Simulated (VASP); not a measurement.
# Cu2NiO3 (P6/mmm) in VASP: a series of runs

The runs below take Cu2NiO3 through single point, with PBE.

All numbers are computed with VASP 6.6.1; they aren't measurements. Logs are shortened: lines on timing, memory, paths and dates and some standing lists are left out, and cuts for length are marked.

**1. The cell of the first run**

Symmetry: P6/mmm, No. 191, hexagonal system. Conventional cell: a = 5.256 Å, b = 5.256 Å, c = 2.698 Å, α = 90.00°, β = 90.00°, γ = 120.00°. Cu (site symmetry -6m2) has 6 O at 2.03 Å and 2 Cu at 2.70 Å within 2.7 Å. Ni (site symmetry 6/mmm) has 2 Ni at 2.70 Å and 12 O at 2.95 Å and 6 Cu at 3.03 Å within 3.6 Å. Within 2.7 Å of O (site symmetry mmm) lie 4 Cu at 2.03 Å and 6 O at 2.63 to 2.70 Å.

**2. Single point, PBE, collinear spin, ferromagnetic start**

Input file INCAR:

```
PREC = Accurate
ENCUT = 520
EDIFF = 1E-6
ISMEAR = 0
SIGMA = 0.1
LREAL = False
LASPH = True
NELM = 150
ALGO = Normal
ISIF = 2
LWAVE = False
LCHARG = False
ISPIN = 2
MAGMOM = 1 1 2 0 0 0
LORBIT = 11
LMAXMIX = 4
GGA = PE
NBANDS = 38
```

Input file KPOINTS:

```
Automatic mesh
0
Gamma
  6 6 4
```

Input file POSCAR:

```
Cu2NiO3
1.0
    5.2555166835      0.0000000000      0.0000000000
   -2.6277583417      4.5514109579      0.0000000000
    0.0000000000      0.0000000000      2.6979088576
Cu Ni O
2 1 3
Direct
    0.3333333333      0.6666666667      0.0000000000
    0.6666666667      0.3333333333      0.0000000000
    0.0000000000      0.0000000000      0.0000000000
    0.5000000000      0.0000000000      0.5000000000
    0.0000000000      0.5000000000      0.5000000000
    0.5000000000      0.5000000000      0.5000000000
```

Potentials or basis: VASP PAW PBE potentials, release 64 (Cu, Ni, O).

On the command line:

```
cat potpaw_PBE.64/Cu/POTCAR potpaw_PBE.64/Ni/POTCAR potpaw_PBE.64/O/POTCAR > POTCAR
mpirun -np 1 vasp_std > vasp.out
```

OUTCAR:

```text
PREC = Accurate
   ENCUT = 520
   EDIFF = 1E-6
   ISMEAR = 0
   LREAL = False
   LASPH = True
   NELM = 150
   ISIF = 2
   ISPIN = 2
   LORBIT = 11
   GGA = PE

 ion  position               nearest neighbor table
   1  0.333  0.667  0.000-   4 2.03   4 2.03   5 2.03   5 2.03   6 2.03   6 2.03
   2  0.667  0.333  0.000-   4 2.03   4 2.03   5 2.03   5 2.03   6 2.03   6 2.03
   3  0.000  0.000  0.000-
   4  0.500  0.000  0.500-   1 2.03   2 2.03   1 2.03   2 2.03
   5  0.000  0.500  0.500-   1 2.03   2 2.03   1 2.03   2 2.03
   6  0.500  0.500  0.500-   1 2.03   2 2.03   1 2.03   2 2.03

  LATTYP: Found a hexagonal cell.
 ALAT       =     5.2555166835
 C/A-ratio  =     0.5133479770

  Lattice vectors:

 A1 = (   5.2555166835,   0.0000000000,   0.0000000000)
 A2 = (  -2.6277583417,   4.5514109579,   0.0000000000)
 A3 = (   0.0000000000,   0.0000000000,   2.6979088576)

Analysis of symmetry for initial positions (statically):
=====================================================================
 Subroutine PRICEL returns:
 Original cell was already a primitive cell.

 Routine SETGRP: Setting up the symmetry group for a
 hexagonal supercell.

 Subroutine GETGRP returns: Found 24 space group operations
 (whereof 24 operations were pure point group operations)
 out of a pool of 24 trial point group operations.

The static configuration has the point symmetry D_6h.

Analysis of symmetry for dynamics (positions and initial velocities):
=====================================================================
 Subroutine PRICEL returns:
 Original cell was already a primitive cell.

 Routine SETGRP: Setting up the symmetry group for a
 hexagonal supercell.

 Subroutine GETGRP returns: Found 24 space group operations
 (whereof 24 operations were pure point group operations)
 out of a pool of 24 trial point group operations.

The dynamic configuration has the point symmetry D_6h.

Analysis of structural, dynamic, and magnetic symmetry:
=====================================================================
 Subroutine PRICEL returns:
 Original cell was already a primitive cell.

 Routine SETGRP: Setting up the symmetry group for a
 hexagonal supercell.

 Subroutine GETGRP returns: Found 24 space group operations
 (whereof 24 operations were pure point group operations)
 out of a pool of 24 trial point group operations.

The overall configuration has the point symmetry D_6h.

 Subroutine INISYM returns: Found 24 space group operations
 (whereof 24 operations are pure point group operations),
 and found     1 'primitive' translations

----------------------------------------------------------------------------------------

                                     Primitive cell

  volume of cell :      64.5340

  direct lattice vectors                    reciprocal lattice vectors
     5.255516683  0.000000000  0.000000000     0.190276249  0.109856043  0.000000000
    -2.627758342  4.551410958  0.000000000     0.000000000  0.219712087  0.000000000
     0.000000000  0.000000000  2.697908858     0.000000000  0.000000000  0.370657444

  length of vectors
     5.255516683  5.255516683  2.697908858     0.219712087  0.219712087  0.370657444

  position of ions in fractional coordinates (direct lattice)
     0.333333333  0.666666667  0.000000000
     0.666666667  0.333333333  0.000000000
     0.000000000  0.000000000  0.000000000
     0.500000000  0.000000000  0.500000000
     0.000000000  0.500000000  0.500000000
     0.500000000  0.500000000  0.500000000

  ion indices of the primitive-cell ions
   primitive index   ion index
                 1           1
                 2           2
                 3           3
                 4           4
                 5           5
                 6           6

----------------------------------------------------------------------------------------

 KPOINTS: Automatic mesh

Automatic generation of k-mesh.
 Grid dimensions read from file:
 generate k-points for:    6    6    4

 Generating k-lattice:

  Cartesian coordinates                     Fractional coordinates (reciprocal lattice)
     0.031712708  0.018309341  0.000000000     0.166666667  0.000000000  0.000000000
     0.000000000  0.036618681  0.000000000     0.000000000  0.166666667  0.000000000
     0.000000000  0.000000000  0.092664361     0.000000000  0.000000000  0.250000000

  Length of vectors
     0.036618681  0.036618681  0.092664361

  Shift w.r.t. Gamma in fractional coordinates (k-lattice)
     0.000000000  0.000000000  0.000000000

 Subroutine IBZKPT returns following result:
 ===========================================

 Found     21 irreducible k-points:

 Following reciprocal coordinates:
            Coordinates               Weight
  0.000000  0.000000  0.000000      1.000000
  0.166667  0.000000  0.000000      6.000000
  0.333333  0.000000  0.000000      6.000000
  0.500000  0.000000  0.000000      3.000000
  0.166667  0.166667  0.000000      6.000000
  0.333333  0.166667  0.000000     12.000000
[... 13 lines left out ...]
  0.333333  0.166667  0.500000     12.000000
  0.333333  0.333333  0.500000      2.000000
   k-points           NKPTS =     21   k-points in BZ     NKDIM =     21   number of bands    NBANDS=     38
   number of dos      NEDOS =    301   number of ions     NIONS =      6
   total plane-waves  NPLWV =  32000
   dimension x,y,z NGX =    40 NGY =   40 NGZ =   20
   dimension x,y,z NGXF=    80 NGYF=   80 NGZF=   40
   ions per type =               2   1   3
   NGX,Y,Z   is equivalent  to a cutoff of  12.65, 12.65, 12.32 a.u.
   NGXF,Y,Z  is equivalent  to a cutoff of  25.31, 25.31, 24.65 a.u.
 SYSTEM =  unknown system
   PREC   = accura    normal or accurate (medium, high low for compatibility)
   ISTART =      0    job   : 0-new  1-cont  2-samecut
   ICHARG =      2    charge: 1-file 2-atom 10-const
   ISPIN  =      2    spin polarized calculation?
   LNONCOLLINEAR =      F non collinear calculations
   LSORBIT =      F    spin-orbit coupling
   LASPH  =      T    aspherical Exc in radial PAW
   ENCUT  =  520.0 eV  38.22 Ry    6.18 a.u.   9.77  9.77  5.02*2*pi/ulx,y,z
   NELM   =    150;   NELMIN=  2; NELMDL= -5     # of ELM steps
   EDIFF  = 0.1E-05   stopping-criterion for ELM
   LREAL  =      F    real-space projection
   EDIFFG = 0.1E-04   stopping-criterion for IOM
   NSW    =      0    number of steps for IOM
   IBRION =     -1    ionic relax: 0-MD 1-quasi-New 2-CG
   NFREE  =      0    steps in history (QN), initial steepest desc. (CG)
   ISIF   =      2    stress and relaxation
   ISYM   =      2    0-nonsym 1-usesym 2-fastsym
   POTIM  = 0.5000    time-step for ionic-motion
   TEBEG  =    0.0;   TEEND  =   0.0 temperature during run
   PSTRESS=    0.0 pullay stress
   NELECT =      50.0000    total number of electrons
   NUPDOWN=      -1.0000    fix difference up-down
   EMIN   =  10.00;   EMAX   =-10.00  energy-range for DOS
   EFERMI =   0.00;   METHOD = LEGACY
   ISMEAR =     0;   SIGMA  =   0.10  broadening in eV -4-tet -1-fermi 0-gaus
   EFERMI_NEDOS =   21; number of points for ismear=-14 and -15
   IALGO  =     38    algorithm
   IMIX   =      4    mixing-type and parameters
     AMIX     =   0.40;   BMIX     =  1.00
     AMIX_MAG =   1.60;   BMIX_MAG =  1.00
  volume/ion in A,a.u.               =      10.76        72.58
  Fermi-wavevector in a.u.,A,eV,Ry     =   1.503610  2.841411 30.760643  2.260844
  Thomas-Fermi vector in A             =   2.614698
   LORBIT       =     11    0 simple, 1 ext, 2 COOP (PROOUT), +10 PAW based schemes
   GGA     = PE    functional components
   LHFCALC =     F    Hartree Fock is set to
   AEXX    =    0.0000 exact exchange contribution
   IVDW    =     0    specifies the selected vdW correction
   LEPSILON=     F    determine dielectric tensor
   LRPA    =     F    only Hartree local field effects (RPA)
 spin polarized calculation
 Gauss-broadening in eV      SIGMA  =   0.10
  energy-cutoff  :      520.00
  volume of cell :       64.53
 maximum number of plane-waves:      1756
 NGX is ok and might be reduce to    40
   NGX = 19   NGY = 19   NGZ = 11

 number of electron      49.9999991 magnetization       2.6281602

 Free energy of the ion-electron system (eV)
  ---------------------------------------------------
  ext. energy  EPLUGINS =         0.00000000
  ---------------------------------------------------
  free energy    TOTEN  =       -26.62087738 eV

  energy without entropy =      -26.57948850  energy(sigma->0) =      -26.60018294

 E-fermi :   4.9239     XC(G=0): -11.6641

 val. band max:        4.9236863773   @ k =   0.3333   0.0000   0.0000
 cond. band min:       4.9331792080   @ k =   0.1667   0.0000   0.0000
 fundamental gap:      0.0094928307
 Fermi energy:         4.9239425272

 spin component 1

 k-point     1 :       0.0000    0.0000    0.0000
  band No.  band energies     occupation
      1     -14.4569      1.00000
      2     -13.0109      1.00000
      3     -13.0109      1.00000
      4      -3.0969      1.00000
      5      -0.3231      1.00000
      6      -0.3231      1.00000
[... 29 lines left out ...]
     36      22.5940      0.00000
     37      22.5940      0.00000

 k-point     2 :       0.1667    0.0000    0.0000
  band No.  band energies     occupation
      1     -14.3840      1.00000
      2     -13.1157      1.00000
      3     -13.0133      1.00000
      4      -2.8730      1.00000
      5      -0.5163      1.00000
      6      -0.1852      1.00000
[... 29 lines left out ...]
     36      21.2728      0.00000
     37      21.7187      0.00000
[... 718 lines left out ...]
     36      18.4684      0.00000
     37      18.9955      0.00000

 k-point    21 :       0.3333    0.3333    0.5000
  band No.  band energies     occupation
      1     -12.9952      1.00000
      2     -12.9952      1.00000
      3     -12.5234      1.00000
      4      -1.5737      1.00000
      5      -1.5737      1.00000
      6      -0.8464      1.00000
[... 29 lines left out ...]
     36      18.9291      0.00000
     37      19.5354      0.00000
 Fermi energy:         4.9239425272

 spin component 2

 k-point     1 :       0.0000    0.0000    0.0000
  band No.  band energies     occupation
      1     -14.0544      1.00000
      2     -12.5537      1.00000
      3     -12.5537      1.00000
      4      -2.8058      1.00000
      5      -0.0614      1.00000
      6      -0.0614      1.00000
[... 29 lines left out ...]
     36      22.6455      0.00000
     37      22.6455      0.00000

 k-point     2 :       0.1667    0.0000    0.0000
  band No.  band energies     occupation
      1     -13.9792      1.00000
      2     -12.6635      1.00000
      3     -12.5564      1.00000
      4      -2.5759      1.00000
      5      -0.2733      1.00000
      6       0.0823      1.00000
[... 29 lines left out ...]
     36      21.3317      0.00000
     37      21.7668      0.00000
[... 718 lines left out ...]
     36      18.6151      0.00000
     37      19.0859      0.00000

 k-point    21 :       0.3333    0.3333    0.5000
  band No.  band energies     occupation
      1     -12.5341      1.00000
      2     -12.5341      1.00000
      3     -12.0448      1.00000
      4      -1.2926      1.00000
      5      -1.2926      1.00000
      6      -0.5195      1.00000
[... 29 lines left out ...]
     36      18.9573      0.00000
     37      19.6825      0.00000
 [bands above 37 left out]

------------------------ aborting loop because EDIFF is reached ----------------------------------------

  FORCE on cell =-STRESS in cart. coord.  units (eV):
  Direction    XX          YY          ZZ          XY          YZ          ZX
  --------------------------------------------------------------------------------------
  -------------------------------------------------------------------------------------
  Total        0.2312424      0.2312424      0.2430199      0.0000000     -0.0000000     -0.0000000
  in kB        5.7410243      5.7410243      6.0334204      0.0000000     -0.0000000     -0.0000000
  external PRESSURE =       5.8384897 kB  Pullay stress =       0.0000000 kB

 VOLUME and BASIS-vectors are now :
 -----------------------------------------------------------------------------
  energy-cutoff  :      520.00
  volume of cell :       64.53
      direct lattice vectors                 reciprocal lattice vectors
     5.255516683  0.000000000  0.000000000     0.190276249  0.109856043  0.000000000
    -2.627758342  4.551410958  0.000000000     0.000000000  0.219712087  0.000000000
     0.000000000  0.000000000  2.697908858     0.000000000  0.000000000  0.370657444

 POSITION                                       TOTAL-FORCE (eV/Angst)
 -----------------------------------------------------------------------------------
     -0.00000      3.03427      0.00000         0.000000      0.000000      0.000000
      2.62776      1.51714      0.00000        -0.000000     -0.000000      0.000000
      0.00000      0.00000      0.00000         0.000000      0.000000      0.000000
      2.62776      0.00000      1.34895         0.000000      0.000000      0.000000
     -1.31388      2.27571      1.34895         0.000000      0.000000      0.000000
      1.31388      2.27571      1.34895         0.000000      0.000000      0.000000
 -----------------------------------------------------------------------------------
    total drift:                                0.000000     -0.000000     -0.000000

  FREE ENERGIE OF THE ION-ELECTRON SYSTEM (eV)
  ---------------------------------------------------
  free  energy   TOTEN  =       -26.6208773831 eV

  energy  without entropy=      -26.5794884991  energy(sigma->0) =      -26.60018294

 total charge

# of ion       s       p       d       tot
------------------------------------------
    1        0.351   0.416   9.078   9.845
    2        0.351   0.416   9.078   9.845
    3        0.225   0.116   8.355   8.696
    4        1.593   3.310   0.000   4.904
    5        1.593   3.310   0.000   4.904
    6        1.593   3.310   0.000   4.904
--------------------------------------------------
tot          5.706  10.879  26.512  43.096

 magnetization (x)

# of ion       s       p       d       tot
------------------------------------------
    1       -0.006   0.008   0.368   0.370
    2       -0.006   0.008   0.368   0.370
    3       -0.011  -0.010   1.090   1.070
    4        0.004   0.251   0.000   0.255
    5        0.004   0.251   0.000   0.255
    6        0.004   0.251   0.000   0.255
--------------------------------------------------
tot         -0.010   0.758   1.826   2.574
```

Wall time 78 s (1 thread of Intel Xeon 6975P-C (Granite Rapids), shared host); peak memory 0.25 GiB.

What came out:

| Item | Value |
| --- | --- |
| Free energy | -26.6209 eV |
| Pressure | 0.6 GPa |
| Net moment | 2.63 μB per cell |
| Site moments | Cu +0.37; Ni +1.07; O +0.26 μB |
| Valence electrons inside the program's atomic spheres | Cu 9.85; Ni 8.70; O 4.90 |

Caveat: the k points lie up to 0.58 Å⁻¹ apart; semilocal functionals often make such compounds metallic where correlation or magnetic order opens a gap, which also shifts bond lengths.

[end of part 1 of 2]
